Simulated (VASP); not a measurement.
# GeSb4Te7 (P-3m1) in VASP: notebook

Runs on GeSb4Te7. Level: PBE. Tasks: single point.

Program: VASP 6.6.1. These are calculated values, not measurements. Logs are shortened: lines on timing, memory, paths and dates and some standing lists are left out, and cuts for length are marked.

## 1. The cell of the first run

Symmetry: P-3m1, No. 164, trigonal system. The conventional cell has a = 4.407 Å, b = 4.407 Å, c = 25.061 Å, α = 90.00°, β = 90.00°, γ = 120.00°. Ge (site symmetry -3m) has 6 Te at 3.05 Å within 4.0 Å. Sb (site symmetry 3m) has 6 Te at 3.04 to 3.22 Å within 4.0 Å. Sb (site symmetry 3m) has 6 Te at 3.04 to 3.23 Å within 4.0 Å. Te (site symmetry 3m) has 3 Sb at 3.04 Å within 4.0 Å. Within 4.0 Å of Te (site symmetry 3m) lie 3 Sb at 3.04 Å. Within 4.0 Å of Te (site symmetry 3m) lie 3 Ge at 3.05 Å and 3 Sb at 3.23 Å. Within 4.2 Å of Te (site symmetry -3m) lie 6 Sb at 3.22 Å.

## 2. Single point, PBE

Input file INCAR:

```
PREC     = Accurate       # precision mode
ENCUT    = 500            # plane-wave cutoff, eV
EDIFF    = 1E-6           # SCF threshold, eV
ISMEAR   = 0              # smearing method
SIGMA    = 0.02           # smearing width, eV
LREAL    = F              # projectors in reciprocal space
LASPH    = T              # aspherical terms in the spheres
NELM     = 120            # most SCF steps
ALGO     = Normal         # electronic algorithm
ISIF     = 2              # what is computed and relaxed
LWAVE    = F              # write WAVECAR
LCHARG   = F              # write CHGCAR
GGA      = PE             # functional
NBANDS   = 50             # bands
GGA_COMPAT= F
```

Input file KPOINTS:

```
Automatic mesh
0
Gamma
  12 12 2
```

Input file POSCAR:

```
GeSb4Te7
1.0
    4.4068087556      0.0000000000      0.0000000000
   -2.2034043778      3.8164083320      0.0000000000
    0.0000000000      0.0000000000     25.0611495249
Ge Sb Te
1 4 7
Direct
    0.0000000000      0.0000000000      0.5000000000
    0.6666666667      0.3333333333      0.9212969938
    0.3333333333      0.6666666667      0.3533270135
    0.3333333333      0.6666666667      0.0787030062
    0.6666666667      0.3333333333      0.6466729865
    0.3333333333      0.6666666667      0.8546426232
    0.6666666667      0.3333333333      0.1453573768
    0.0000000000      0.0000000000      0.7130291485
    0.6666666667      0.3333333333      0.4330391081
    0.3333333333      0.6666666667      0.5669608919
    0.0000000000      0.0000000000      0.0000000000
    0.0000000000      0.0000000000      0.2869708515
```

Potentials or basis: VASP PAW PBE potentials, release 64 (Ge_d, Sb, Te).

Command:

```
> cat potpaw_PBE.64/Ge_d/POTCAR potpaw_PBE.64/Sb/POTCAR potpaw_PBE.64/Te/POTCAR > POTCAR
> mpirun -np 1 vasp_std > vasp.out
```

OUTCAR:

```text
PREC = Accurate
   ENCUT = 500
   EDIFF = 1E-6
   ISMEAR = 0
   LREAL = F
   LASPH = T
   NELM = 120
   ISIF = 2
   GGA = PE

 ion  position               nearest neighbor table
   1  0.000  0.000  0.500-   9 3.05  10 3.05   9 3.05  10 3.05   9 3.05  10 3.05
   2  0.667  0.333  0.921-   6 3.04   6 3.04   6 3.04  11 3.22  11 3.22  11 3.22
   3  0.333  0.667  0.353-  12 3.04  12 3.04  12 3.04   9 3.23   9 3.23   9 3.23
   4  0.333  0.667  0.079-   7 3.04   7 3.04   7 3.04  11 3.22  11 3.22  11 3.22
   5  0.667  0.333  0.647-   8 3.04   8 3.04   8 3.04  10 3.23  10 3.23  10 3.23
   6  0.333  0.667  0.855-   2 3.04   2 3.04   2 3.04
   7  0.667  0.333  0.145-   4 3.04   4 3.04   4 3.04
   8  0.000  0.000  0.713-   5 3.04   5 3.04   5 3.04
   9  0.667  0.333  0.433-   1 3.05   1 3.05   1 3.05   3 3.23   3 3.23   3 3.23
  10  0.333  0.667  0.567-   1 3.05   1 3.05   1 3.05   5 3.23   5 3.23   5 3.23
  11  0.000  0.000  0.000-   2 3.22   4 3.22   2 3.22   4 3.22   2 3.22   4 3.22
  12  0.000  0.000  0.287-   3 3.04   3 3.04   3 3.04

  LATTYP: Found a hexagonal cell.
 ALAT       =     4.4068087556
 C/A-ratio  =     5.6869156151

  Lattice vectors:

 A1 = (   4.4068087556,   0.0000000000,   0.0000000000)
 A2 = (  -2.2034043778,   3.8164083320,   0.0000000000)
 A3 = (   0.0000000000,   0.0000000000,  25.0611495249)

Analysis of symmetry for initial positions (statically):
=====================================================================
 Subroutine PRICEL returns:
 Original cell was already a primitive cell.

 Routine SETGRP: Setting up the symmetry group for a
 hexagonal supercell.

 Subroutine GETGRP returns: Found 12 space group operations
 (whereof 12 operations were pure point group operations)
 out of a pool of 24 trial point group operations.

The static configuration has the point symmetry D_3d.

Analysis of symmetry for dynamics (positions and initial velocities):
=====================================================================
 Subroutine PRICEL returns:
 Original cell was already a primitive cell.

 Routine SETGRP: Setting up the symmetry group for a
 hexagonal supercell.

 Subroutine GETGRP returns: Found 12 space group operations
 (whereof 12 operations were pure point group operations)
 out of a pool of 24 trial point group operations.

The dynamic configuration has the point symmetry D_3d.

 Subroutine INISYM returns: Found 12 space group operations
 (whereof 12 operations are pure point group operations),
 and found     1 'primitive' translations

----------------------------------------------------------------------------------------

                                     Primitive cell

  volume of cell :     421.4830

  direct lattice vectors                    reciprocal lattice vectors
     4.406808756  0.000000000  0.000000000     0.226921579  0.131013235  0.000000000
    -2.203404378  3.816408332  0.000000000     0.000000000  0.262026469  0.000000000
     0.000000000  0.000000000 25.061149525     0.000000000  0.000000000  0.039902399

  length of vectors
     4.406808756  4.406808756 25.061149525     0.262026469  0.262026469  0.039902399

  position of ions in fractional coordinates (direct lattice)
     0.000000000  0.000000000  0.500000000
     0.666666667  0.333333333  0.921296994
     0.333333333  0.666666667  0.353327013
     0.333333333  0.666666667  0.078703006
     0.666666667  0.333333333  0.646672987
     0.333333333  0.666666667  0.854642623
     0.666666667  0.333333333  0.145357377
     0.000000000  0.000000000  0.713029148
     0.666666667  0.333333333  0.433039108
     0.333333333  0.666666667  0.566960892
     0.000000000  0.000000000  0.000000000
     0.000000000  0.000000000  0.286970852

  ion indices of the primitive-cell ions
   primitive index   ion index
                 1           1
                 2           2
                 3           3
                 4           4
                 5           5
                 6           6
                 7           7
                 8           8
                 9           9
                10          10
                11          11
                12          12

----------------------------------------------------------------------------------------

 KPOINTS: Automatic mesh

Automatic generation of k-mesh.
 Grid dimensions read from file:
 generate k-points for:   12   12    2

 Generating k-lattice:

  Cartesian coordinates                     Fractional coordinates (reciprocal lattice)
     0.018910132  0.010917770  0.000000000     0.083333333  0.000000000  0.000000000
     0.000000000  0.021835539  0.000000000     0.000000000  0.083333333  0.000000000
     0.000000000  0.000000000  0.019951200     0.000000000  0.000000000  0.500000000

  Length of vectors
     0.021835539  0.021835539  0.019951200

  Shift w.r.t. Gamma in fractional coordinates (k-lattice)
     0.000000000  0.000000000  0.000000000

 Subroutine IBZKPT returns following result:
 ===========================================

 Found     38 irreducible k-points:

 Following reciprocal coordinates:
            Coordinates               Weight
  0.000000  0.000000  0.000000      1.000000
  0.083333  0.000000  0.000000      6.000000
  0.166667 -0.000000  0.000000      6.000000
  0.250000  0.000000  0.000000      6.000000
  0.333333  0.000000  0.000000      6.000000
  0.416667  0.000000  0.000000      6.000000
[... 16 lines left out ...]
  0.250000  0.000000  0.500000      6.000000
  0.333333  0.000000  0.500000      6.000000
 [... further k-points ...]
   k-points           NKPTS =     38   k-points in BZ     NKDIM =     38   number of bands    NBANDS=     50
   number of dos      NEDOS =    301   number of ions     NIONS =     12
   total plane-waves  NPLWV = 196608
   dimension x,y,z NGX =    32 NGY =   32 NGZ =  192
   dimension x,y,z NGXF=    64 NGYF=   64 NGZF=  384
   ions per type =               1   4   7
   NGX,Y,Z   is equivalent  to a cutoff of  12.07, 12.07, 12.74 a.u.
   NGXF,Y,Z  is equivalent  to a cutoff of  24.14, 24.14, 25.47 a.u.
 SYSTEM =  unknown system
   PREC   = accura    normal or accurate (medium, high low for compatibility)
   ISTART =      0    job   : 0-new  1-cont  2-samecut
   ICHARG =      2    charge: 1-file 2-atom 10-const
   ISPIN  =      1    spin polarized calculation?
   LNONCOLLINEAR =      F non collinear calculations
   LSORBIT =      F    spin-orbit coupling
   LASPH  =      T    aspherical Exc in radial PAW
   ENCUT  =  500.0 eV  36.75 Ry    6.06 a.u.   8.03  8.03 45.69*2*pi/ulx,y,z
   NELM   =    120;   NELMIN=  2; NELMDL= -5     # of ELM steps
   EDIFF  = 0.1E-05   stopping-criterion for ELM
   LREAL  =      F    real-space projection
   EDIFFG = 0.1E-04   stopping-criterion for IOM
   NSW    =      0    number of steps for IOM
   IBRION =     -1    ionic relax: 0-MD 1-quasi-New 2-CG
   NFREE  =      0    steps in history (QN), initial steepest desc. (CG)
   ISIF   =      2    stress and relaxation
   ISYM   =      2    0-nonsym 1-usesym 2-fastsym
   POTIM  = 0.5000    time-step for ionic-motion
   TEBEG  =    0.0;   TEEND  =   0.0 temperature during run
   PSTRESS=    0.0 pullay stress
   NELECT =      76.0000    total number of electrons
   NUPDOWN=      -1.0000    fix difference up-down
   EMIN   =  10.00;   EMAX   =-10.00  energy-range for DOS
   EFERMI =   0.00;   METHOD = LEGACY
   ISMEAR =     0;   SIGMA  =   0.02  broadening in eV -4-tet -1-fermi 0-gaus
   EFERMI_NEDOS =   21; number of points for ismear=-14 and -15
   IALGO  =     38    algorithm
   IMIX   =      4    mixing-type and parameters
     AMIX     =   0.40;   BMIX     =  1.00
     AMIX_MAG =   1.60;   BMIX_MAG =  1.00
  volume/ion in A,a.u.               =      35.12       237.03
  Fermi-wavevector in a.u.,A,eV,Ry     =   0.924881  1.747772 11.638498  0.855406
  Thomas-Fermi vector in A             =   2.050675
   LORBIT       =      0    0 simple, 1 ext, 2 COOP (PROOUT), +10 PAW based schemes
   GGA     = PE    functional components
   LHFCALC =     F    Hartree Fock is set to
   AEXX    =    0.0000 exact exchange contribution
   IVDW    =     0    specifies the selected vdW correction
   LEPSILON=     F    determine dielectric tensor
   LRPA    =     F    only Hartree local field effects (RPA)
 non-spin polarized calculation
 Gauss-broadening in eV      SIGMA  =   0.02
  energy-cutoff  :      500.00
  volume of cell :      421.48
 maximum number of plane-waves:     10740
   NGX = 17   NGY = 17   NGZ = 91

 number of electron      75.9999993 magnetization

 Free energy of the ion-electron system (eV)
  ---------------------------------------------------
  ext. energy  EPLUGINS =         0.00000000
  ---------------------------------------------------
  free energy    TOTEN  =       -44.44415256 eV

  energy without entropy =      -44.44415256  energy(sigma->0) =      -44.44415256

 E-fermi :   4.8899     XC(G=0):  -8.7754

 val. band max:        4.7878596258   @ k =   0.2500   0.0000   0.0000
 cond. band min:       5.2072832965   @ k =   0.0000   0.0000   0.5000
 fundamental gap:      0.4194236707
 Fermi energy:         4.8898572807

 k-point     1 :       0.0000    0.0000    0.0000
  band No.  band energies     occupation
      1     -19.7235      2.00000
      2     -19.7235      2.00000
      3     -19.7213      2.00000
      4     -19.7187      2.00000
      5     -19.7187      2.00000
      6      -7.5683      2.00000
[... 42 lines left out ...]
     49       6.8037      0.00000
     50       6.8037      0.00000
[... 1217 lines left out ...]
     49       7.9861      0.00000
     50       8.4070      0.00000

 [... further k-points ...]

------------------------ aborting loop because EDIFF is reached ----------------------------------------

  FORCE on cell =-STRESS in cart. coord.  units (eV):
  Direction    XX          YY          ZZ          XY          YZ          ZX
  --------------------------------------------------------------------------------------
  -------------------------------------------------------------------------------------
  Total       -4.0400288     -4.0400288     -0.9226425     -0.0000000      0.0000000      0.0000000
  in kB      -15.3573053    -15.3573053     -3.5072281     -0.0000000      0.0000000      0.0000000
  external PRESSURE =     -11.4072796 kB  Pullay stress =       0.0000000 kB

 VOLUME and BASIS-vectors are now :
 -----------------------------------------------------------------------------
  energy-cutoff  :      500.00
  volume of cell :      421.48
      direct lattice vectors                 reciprocal lattice vectors
     4.406808756  0.000000000  0.000000000     0.226921579  0.131013235  0.000000000
    -2.203404378  3.816408332  0.000000000     0.000000000  0.262026469  0.000000000
     0.000000000  0.000000000 25.061149525     0.000000000  0.000000000  0.039902399

 POSITION                                       TOTAL-FORCE (eV/Angst)
 -----------------------------------------------------------------------------------
      0.00000      0.00000     12.53057         0.000000      0.000000      0.000000
      2.20340      1.27214     23.08876         0.000000      0.000000      0.019606
     -0.00000      2.54427      8.85478        -0.000000      0.000000      0.018926
     -0.00000      2.54427      1.97239        -0.000000     -0.000000     -0.019606
      2.20340      1.27214     16.20637         0.000000     -0.000000     -0.018926
     -0.00000      2.54427     21.41833        -0.000000      0.000000     -0.011716
      2.20340      1.27214      3.64282         0.000000     -0.000000      0.011716
      0.00000      0.00000     17.86933         0.000000     -0.000000      0.009409
      2.20340      1.27214     10.85246        -0.000000      0.000000     -0.011043
     -0.00000      2.54427     14.20869         0.000000      0.000000      0.011043
      0.00000      0.00000      0.00000         0.000000      0.000000      0.000000
      0.00000      0.00000      7.19182         0.000000      0.000000     -0.009409
 -----------------------------------------------------------------------------------
    total drift:                                0.000000      0.000000      0.000000

  FREE ENERGIE OF THE ION-ELECTRON SYSTEM (eV)
  ---------------------------------------------------
  free  energy   TOTEN  =       -44.4441525553 eV

  energy  without entropy=      -44.4441525553  energy(sigma->0) =      -44.44415256
```

It took 9.2 min on 1 thread of AMD EPYC 9R45 (Zen 5), shared host; peak memory 0.85 GiB.

Results:

```
Free energy            : -44.4442 eV
Pressure               : -1.1 GPa
Largest force          : 0.020 eV/Å
Band gap on the k mesh : 0.42 eV (least direct gap 0.48 eV)
```

Forces on the atoms (eV/Å):
```
Ge   0.000  0.000  0.000
Sb   0.000  0.000  0.020
Sb   0.000  0.000  0.019
Sb   0.000  0.000 -0.020
Sb   0.000  0.000 -0.019
Te   0.000  0.000 -0.012
Te   0.000  0.000  0.012
Te   0.000  0.000  0.009
Te   0.000  0.000 -0.011
Te   0.000  0.000  0.011
Te   0.000  0.000  0.000
Te   0.000  0.000 -0.009
```

Caveat: spin-orbit coupling is left out, which moves the levels of the heavy elements; this functional lacks dispersion, which binds layers or chains, so the pressure and a relaxed spacing across them are unreliable. A k mesh can miss the band edges.

(Part 1 of 2 ends here.)
